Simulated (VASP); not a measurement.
# SnSe (F-43m) in VASP: further runs

SnSe is run at these levels: LDA; tasks: single point.

Program: VASP 6.6.1. These are calculated values, not measurements. Logs are shortened: lines on timing, memory, paths and dates and some standing lists are left out, and cuts for length are marked.

## Step 1: The cell of the first run

Symmetry: F-43m, No. 216, cubic system. The conventional cell has a = 6.571 Å, b = 6.571 Å, c = 6.571 Å, α = 90.00°, β = 90.00°, γ = 90.00°. Sn (site symmetry -43m) has 4 Se at 2.85 Å within 3.7 Å. Within 3.7 Å of Se (site symmetry -43m) lie 4 Sn at 2.85 Å.

## Step 2: Single point, LDA

Contents of INCAR:

```
SYSTEM = SnSe
PREC = Accurate
ENCUT = 500
EDIFF = 1E-6
ISMEAR = 0
SIGMA = 0.05
LREAL = .False.
LASPH = .True.
NELM = 120
ALGO = Normal
ISIF = 2
LWAVE = .False.
LCHARG = .True.
LELF = .True.
LVHAR = .True.
NBANDS = 17
GGA_COMPAT = .False.
```

Contents of KPOINTS:

```
Automatic mesh
0
Gamma
  4 4 4
  0 0 0
```

Contents of POSCAR:

```
SnSe
1.0
    0.0000000000      3.2856329085      3.2856329085
    3.2856329085      0.0000000000      3.2856329085
    3.2856329085      3.2856329085      0.0000000000
Sn Se
1 1
Direct
    0.0000000000      0.0000000000      0.0000000000
    0.2500000000      0.2500000000      0.2500000000
```

Potentials or basis: VASP PAW LDA potentials, release 64 (Sn_d, Se).

Command:

```console
$ cat potpaw_LDA.64/Sn_d/POTCAR potpaw_LDA.64/Se/POTCAR > POTCAR
$ mpirun -np 1 vasp_std > vasp.out
```

OUTCAR:

```text
SYSTEM = SnSe
   PREC = Accurate
   ENCUT = 500
   EDIFF = 1E-6
   ISMEAR = 0
   LREAL = .False.
   LASPH = .True.
   NELM = 120
   ISIF = 2

 ion  position               nearest neighbor table
   1  0.000  0.000  0.000-   2 2.85   2 2.85   2 2.85   2 2.85
   2  0.250  0.250  0.250-   1 2.85   1 2.85   1 2.85   1 2.85

  LATTYP: Found a face centered cubic cell.
 ALAT       =     6.5712658170

  Lattice vectors:

 A1 = (   0.0000000000,   3.2856329085,   3.2856329085)
 A2 = (   3.2856329085,   0.0000000000,   3.2856329085)
 A3 = (   3.2856329085,   3.2856329085,   0.0000000000)

Analysis of symmetry for initial positions (statically):
=====================================================================
 Subroutine PRICEL returns:
 Original cell was already a primitive cell.

 Routine SETGRP: Setting up the symmetry group for a
 face centered cubic supercell.

 Subroutine GETGRP returns: Found 24 space group operations
 (whereof 24 operations were pure point group operations)
 out of a pool of 48 trial point group operations.

The static configuration has the point symmetry T_d .

Analysis of symmetry for dynamics (positions and initial velocities):
=====================================================================
 Subroutine PRICEL returns:
 Original cell was already a primitive cell.

 Routine SETGRP: Setting up the symmetry group for a
 face centered cubic supercell.

 Subroutine GETGRP returns: Found 24 space group operations
 (whereof 24 operations were pure point group operations)
 out of a pool of 48 trial point group operations.

The dynamic configuration has the point symmetry T_d .

 Subroutine INISYM returns: Found 24 space group operations
 (whereof 24 operations are pure point group operations),
 and found     1 'primitive' translations

----------------------------------------------------------------------------------------

                                     Primitive cell

  volume of cell :      70.9393

  direct lattice vectors                    reciprocal lattice vectors
     0.000000000  3.285632908  3.285632908    -0.152177682  0.152177682  0.152177682
     3.285632908  0.000000000  3.285632908     0.152177682 -0.152177682  0.152177682
     3.285632908  3.285632908  0.000000000     0.152177682  0.152177682 -0.152177682

  length of vectors
     4.646586620  4.646586620  4.646586620     0.263579477  0.263579477  0.263579477

  position of ions in fractional coordinates (direct lattice)
     0.000000000  0.000000000  0.000000000
     0.250000000  0.250000000  0.250000000

  ion indices of the primitive-cell ions
   primitive index   ion index
                 1           1
                 2           2

----------------------------------------------------------------------------------------

 KPOINTS: Automatic mesh

Automatic generation of k-mesh.
 Grid dimensions read from file:
 generate k-points for:    4    4    4

 Generating k-lattice:

  Cartesian coordinates                     Fractional coordinates (reciprocal lattice)
    -0.038044421  0.038044421  0.038044421     0.250000000  0.000000000  0.000000000
     0.038044421 -0.038044421  0.038044421     0.000000000  0.250000000  0.000000000
     0.038044421  0.038044421 -0.038044421     0.000000000  0.000000000  0.250000000

  Length of vectors
     0.065894869  0.065894869  0.065894869

  Shift w.r.t. Gamma in fractional coordinates (k-lattice)
     0.000000000  0.000000000  0.000000000

 Subroutine IBZKPT returns following result:
 ===========================================

 Found      8 irreducible k-points:

 Following reciprocal coordinates:
            Coordinates               Weight
  0.000000  0.000000  0.000000      1.000000
  0.250000  0.000000  0.000000      8.000000
  0.500000  0.000000  0.000000      4.000000
  0.250000  0.250000  0.000000      6.000000
  0.500000  0.250000  0.000000     24.000000
 -0.250000  0.250000  0.000000     12.000000
  0.500000  0.500000  0.000000      3.000000
 -0.250000  0.500000  0.250000      6.000000
   k-points           NKPTS =      8   k-points in BZ     NKDIM =      8   number of bands    NBANDS=     17
   number of dos      NEDOS =    301   number of ions     NIONS =      2
   total plane-waves  NPLWV =  46656
   dimension x,y,z NGX =    36 NGY =   36 NGZ =   36
   dimension x,y,z NGXF=    72 NGYF=   72 NGZF=   72
   ions per type =               1   1
   NGX,Y,Z   is equivalent  to a cutoff of  12.88, 12.88, 12.88 a.u.
   NGXF,Y,Z  is equivalent  to a cutoff of  25.76, 25.76, 25.76 a.u.
 SYSTEM =  SnSe
   PREC   = accura    normal or accurate (medium, high low for compatibility)
   ISTART =      0    job   : 0-new  1-cont  2-samecut
   ICHARG =      2    charge: 1-file 2-atom 10-const
   ISPIN  =      1    spin polarized calculation?
   LNONCOLLINEAR =      F non collinear calculations
   LSORBIT =      F    spin-orbit coupling
   LASPH  =      T    aspherical Exc in radial PAW
   ENCUT  =  500.0 eV  36.75 Ry    6.06 a.u.   8.47  8.47  8.47*2*pi/ulx,y,z
   NELM   =    120;   NELMIN=  2; NELMDL= -5     # of ELM steps
   EDIFF  = 0.1E-05   stopping-criterion for ELM
   LREAL  =      F    real-space projection
   EDIFFG = 0.1E-04   stopping-criterion for IOM
   NSW    =      0    number of steps for IOM
   IBRION =     -1    ionic relax: 0-MD 1-quasi-New 2-CG
   NFREE  =      0    steps in history (QN), initial steepest desc. (CG)
   ISIF   =      2    stress and relaxation
   ISYM   =      2    0-nonsym 1-usesym 2-fastsym
   POTIM  = 0.5000    time-step for ionic-motion
   TEBEG  =    0.0;   TEEND  =   0.0 temperature during run
   PSTRESS=    0.0 pullay stress
   NELECT =      20.0000    total number of electrons
   NUPDOWN=      -1.0000    fix difference up-down
   EMIN   =  10.00;   EMAX   =-10.00  energy-range for DOS
   EFERMI =   0.00;   METHOD = LEGACY
   ISMEAR =     0;   SIGMA  =   0.05  broadening in eV -4-tet -1-fermi 0-gaus
   EFERMI_NEDOS =   21; number of points for ismear=-14 and -15
   IALGO  =     38    algorithm
   IMIX   =      4    mixing-type and parameters
     AMIX     =   0.40;   BMIX     =  1.00
     AMIX_MAG =   1.60;   BMIX_MAG =  1.00
  volume/ion in A,a.u.               =      35.47       239.36
  Fermi-wavevector in a.u.,A,eV,Ry     =   1.073468  2.028560 15.678451  1.152334
  Thomas-Fermi vector in A             =   2.209268
   LORBIT       =      0    0 simple, 1 ext, 2 COOP (PROOUT), +10 PAW based schemes
   GGA     = CA    functional components
   LHFCALC =     F    Hartree Fock is set to
   AEXX    =    0.0000 exact exchange contribution
   IVDW    =     0    specifies the selected vdW correction
   LEPSILON=     F    determine dielectric tensor
   LRPA    =     F    only Hartree local field effects (RPA)
 non-spin polarized calculation
 Gauss-broadening in eV      SIGMA  =   0.05
  energy-cutoff  :      500.00
  volume of cell :       70.94
 maximum number of plane-waves:      1812
 NGX is ok and might be reduce to    36
   NGX = 17   NGY = 17   NGZ = 17

 number of electron      19.9999991 magnetization

 Free energy of the ion-electron system (eV)
  ---------------------------------------------------
  ext. energy  EPLUGINS =         0.00000000
  ---------------------------------------------------
  free energy    TOTEN  =        -8.81962720 eV

  energy without entropy =       -8.81698253  energy(sigma->0) =       -8.81830486

 E-fermi :   3.4818     XC(G=0):  -8.5311

 val. band max:        3.1466958041   @ k =   0.5000   0.5000   0.0000
 cond. band min:       3.4818005819   @ k =  -0.2500   0.5000   0.2500
 fundamental gap:      0.3351047778
 Fermi energy:         3.4818004973

 k-point     1 :       0.0000    0.0000    0.0000
  band No.  band energies     occupation
      1     -18.2996      2.00000
      2     -18.2996      2.00000
      3     -18.2996      2.00000
      4     -18.2778      2.00000
      5     -18.2778      2.00000
      6     -10.3603      2.00000
[... 9 lines left out ...]
     16      10.8464      0.00000
     17      11.9087      0.00000

 k-point     2 :       0.2500    0.0000    0.0000
  band No.  band energies     occupation
      1     -18.3025      2.00000
      2     -18.2974      2.00000
      3     -18.2974      2.00000
      4     -18.2776      2.00000
      5     -18.2776      2.00000
      6     -10.1098      2.00000
[... 9 lines left out ...]
     16      10.0250      0.00000
     17      11.4813      0.00000

 k-point     3 :       0.5000    0.0000    0.0000
  band No.  band energies     occupation
      1     -18.3054      2.00000
      2     -18.2955      2.00000
      3     -18.2955      2.00000
      4     -18.2769      2.00000
      5     -18.2769      2.00000
      6      -9.8127      2.00000
[... 9 lines left out ...]
     16      11.2868      0.00000
     17      11.2868      0.00000

 k-point     4 :       0.2500    0.2500    0.0000
  band No.  band energies     occupation
      1     -18.3063      2.00000
      2     -18.2949      2.00000
      3     -18.2949      2.00000
      4     -18.2792      2.00000
      5     -18.2763      2.00000
      6     -10.0236      2.00000
[... 9 lines left out ...]
     16      11.5483      0.00000
     17      13.4956      0.00000

 k-point     5 :       0.5000    0.2500    0.0000
  band No.  band energies     occupation
      1     -18.3083      2.00000
      2     -18.2935      2.00000
      3     -18.2927      2.00000
      4     -18.2790      2.00000
      5     -18.2760      2.00000
      6      -9.7184      2.00000
[... 9 lines left out ...]
     16      11.6385      0.00000
     17      12.5864      0.00000

 k-point     6 :      -0.2500    0.2500    0.0000
  band No.  band energies     occupation
      1     -18.3055      2.00000
      2     -18.2950      2.00000
      3     -18.2948      2.00000
      4     -18.2777      2.00000
      5     -18.2773      2.00000
      6      -9.8225      2.00000
[... 9 lines left out ...]
     16      11.2465      0.00000
     17      12.6561      0.00000

 k-point     7 :       0.5000    0.5000    0.0000
  band No.  band energies     occupation
      1     -18.3128      2.00000
      2     -18.2902      2.00000
      3     -18.2902      2.00000
      4     -18.2807      2.00000
      5     -18.2747      2.00000
      6      -9.6136      2.00000
[... 9 lines left out ...]
     16      12.8480      0.00000
     17      12.8487      0.00000

 k-point     8 :      -0.2500    0.5000    0.2500
  band No.  band energies     occupation
      1     -18.3088      2.00000
      2     -18.2944      2.00000
      3     -18.2903      2.00000
      4     -18.2791      2.00000
      5     -18.2762      2.00000
      6      -9.6090      2.00000
[... 9 lines left out ...]
     16      12.1511      0.00000
     17      12.4690      0.00000

------------------------ aborting loop because EDIFF is reached ----------------------------------------

  FORCE on cell =-STRESS in cart. coord.  units (eV):
  Direction    XX          YY          ZZ          XY          YZ          ZX
  --------------------------------------------------------------------------------------
  -------------------------------------------------------------------------------------
  Total       -0.2204214     -0.2204214     -0.2204214     -0.0000000     -0.0000000     -0.0000000
  in kB       -4.9782549     -4.9782549     -4.9782549     -0.0000000     -0.0000000     -0.0000000
  external PRESSURE =      -4.9782549 kB  Pullay stress =       0.0000000 kB

 VOLUME and BASIS-vectors are now :
 -----------------------------------------------------------------------------
  energy-cutoff  :      500.00
  volume of cell :       70.94
      direct lattice vectors                 reciprocal lattice vectors
     0.000000000  3.285632908  3.285632908    -0.152177682  0.152177682  0.152177682
     3.285632908  0.000000000  3.285632908     0.152177682 -0.152177682  0.152177682
     3.285632908  3.285632908  0.000000000     0.152177682  0.152177682 -0.152177682

 POSITION                                       TOTAL-FORCE (eV/Angst)
 -----------------------------------------------------------------------------------
      0.00000      0.00000      0.00000         0.000000      0.000000      0.000000
      1.64282      1.64282      1.64282        -0.000000     -0.000000     -0.000000
 -----------------------------------------------------------------------------------
    total drift:                               -0.000000     -0.000000      0.000000

  FREE ENERGIE OF THE ION-ELECTRON SYSTEM (eV)
  ---------------------------------------------------
  free  energy   TOTEN  =        -8.8196271979 eV

  energy  without entropy=       -8.8169825278  energy(sigma->0) =       -8.81830486
```

It took 19 s on 1 thread of Intel Xeon 8259CL, shared host; peak memory 0.17 GiB.

Results:

* Free energy: -8.8196 eV
* Pressure: -0.5 GPa
* Band gap on the k mesh: zero (band 10 reaches 3.48 eV, above the bottom of band 11 at 3.15 eV)

Levels at points of the mesh, in eV from the Fermi level:
| k point | band 8 | band 9 | band 10 | band 11 | band 12 | band 13 |
| --- | --- | --- | --- | --- | --- | --- |
| (0.00, 0.00, 0.00) | -2.62 | -2.62 | -2.62 | 1.30 | 1.30 | 1.30 |
| (0.50, 0.00, 0.00) | -3.18 | -3.18 | -2.43 | 2.09 | 2.09 | 3.34 |
| (0.50, 0.50, 0.00) | -3.94 | -3.94 | -0.80 | -0.34 | 4.47 | 4.47 |

Caveat: the k points lie up to 0.41 Å⁻¹ apart; spin-orbit coupling is left out, which moves the levels of the heavy elements.

## Step 3: Single point, LDA

This run uses another cell than the first one, of 32.77 Å³/atom, 0.924 times its volume.

Contents of INCAR:

```
  ALGO = Normal
  EDIFF = 1E-6
  ENCUT = 500
  GGA = CA
  GGA_COMPAT = F
  ISIF = 2
  ISMEAR = 0
  LASPH = T
  LCHARG = F
  LREAL = F
  LWAVE = F
  NBANDS = 17
  NELM = 120
  PREC = Accurate
  SIGMA = 0.05
```

Contents of KPOINTS:

```
k-points
0
Gamma
  6 6 6
```

Contents of POSCAR:

```
SnSe
1.0
    0.0000000000      3.2001370721      3.2001370721
    3.2001370721      0.0000000000      3.2001370721
    3.2001370721      3.2001370721      0.0000000000
Sn Se
1 1
Direct
    0.0000000000      0.0000000000      0.0000000000
    0.2500000000      0.2500000000      0.2500000000
```

Potentials or basis: VASP PAW LDA potentials, release 64 (Sn_d, Se).

Command:

```console
$ cat potpaw_LDA.64/Sn_d/POTCAR potpaw_LDA.64/Se/POTCAR > POTCAR
$ mpirun -np 1 vasp_std > vasp.out
```

Wall time 26 s (1 thread of Intel Xeon 8259CL, shared host); peak memory 0.17 GiB.

Results (log left out):

| Item | Value |
| --- | --- |
| Free energy | -8.7181 eV |
| Pressure | 3.4 GPa |
| Band gap on the k mesh | zero (band 10 reaches 4.14 eV, above the bottom of band 11 at 3.73 eV) |

Levels at points of the mesh, in eV from the Fermi level:
| k point | band 7 | band 8 | band 9 | band 10 | band 11 | band 12 | band 13 | band 14 |
| --- | --- | --- | --- | --- | --- | --- | --- | --- |
| (0.00, 0.00, 0.00) | -5.03 | -2.71 | -2.71 | -2.71 | 1.39 | 1.39 | 1.39 | 4.79 |
| (0.50, 0.00, 0.00) | -7.79 | -3.33 | -3.33 | -2.36 | 2.21 | 2.21 | 3.72 | 6.27 |
| (0.50, 0.50, 0.00) | -8.07 | -4.18 | -4.18 | -0.68 | -0.39 | 4.96 | 4.96 | 5.64 |

Caveat: spin-orbit coupling is left out, which moves the levels of the heavy elements.

## Step 4: Single point, LDA

This run uses another cell than the first one, of 33.66 Å³/atom, 0.949 times its volume.

Contents of INCAR:

```
SYSTEM = SnSe
PREC = Accurate
ENCUT = 500
EDIFF = 1E-6
ISMEAR = 0
SIGMA = 0.05
LREAL = .False.
LASPH = .True.
NELM = 120
ALGO = Normal
ISIF = 2
LWAVE = .False.
LCHARG = .False.
NBANDS = 17
GGA_COMPAT = .False.
```

Contents of KPOINTS:

```
Automatic mesh
0
Gamma
  6 6 6
  0 0 0
```

Contents of POSCAR:

```
SnSe
1.0
    0.0000000000      3.2288433459      3.2288433459
    3.2288433459      0.0000000000      3.2288433459
    3.2288433459      3.2288433459      0.0000000000
Sn Se
1 1
Direct
    0.0000000000      0.0000000000      0.0000000000
    0.2500000000      0.2500000000      0.2500000000
```

Command:

```console
$ cat potpaw_LDA.64/Sn_d/POTCAR potpaw_LDA.64/Se/POTCAR > POTCAR
$ mpirun -np 1 vasp_std > vasp.out
```

It took 25 s on 1 thread of Intel Xeon 8259CL, shared host; peak memory 0.17 GiB.

It converged, with:

```
Free energy            : -8.7485 eV
Pressure               : 2.1 GPa
Band gap on the k mesh : zero (band 10 reaches 3.85 eV, above the bottom of band 11 at 3.53 eV)
```

Levels at points of the mesh, in eV from the Fermi level:
```
           k point  band 8  band 9  band 10  band 11  band 12  band 13
(0.00, 0.00, 0.00)   -2.60   -2.60    -2.60     1.43     1.43     1.43
(0.50, 0.00, 0.00)   -3.20   -3.20    -2.31     2.24     2.24     3.67
(0.50, 0.50, 0.00)   -4.02   -4.02    -0.65    -0.30     4.86     4.86
```

Caveat: spin-orbit coupling is left out, which moves the levels of the heavy elements.

## Step 5: The runs side by side

```tsv
cell	k mesh	gap on the mesh (eV)	pressure (GPa)
a = 4.647 Å, angles 60.0°, 2 atoms	4 × 4 × 4	none	-0.5
a = 4.526 Å, angles 60.0°, 2 atoms	6 × 6 × 6	none	3.4
a = 4.566 Å, angles 60.0°, 2 atoms	6 × 6 × 6	none	2.1
```

Alike in all rows: task single point; level LDA; potentials or basis VASP PAW LDA potentials, release 64 (Sn_d, Se); no spin polarisation; cutoff (eV) 500; smearing gaussian 0.05 eV.

Caveats: some runs use coarse meshes; spin-orbit coupling is left out, which moves the levels of the heavy elements.

Absolute energies hang on the potentials; compare differences alone.
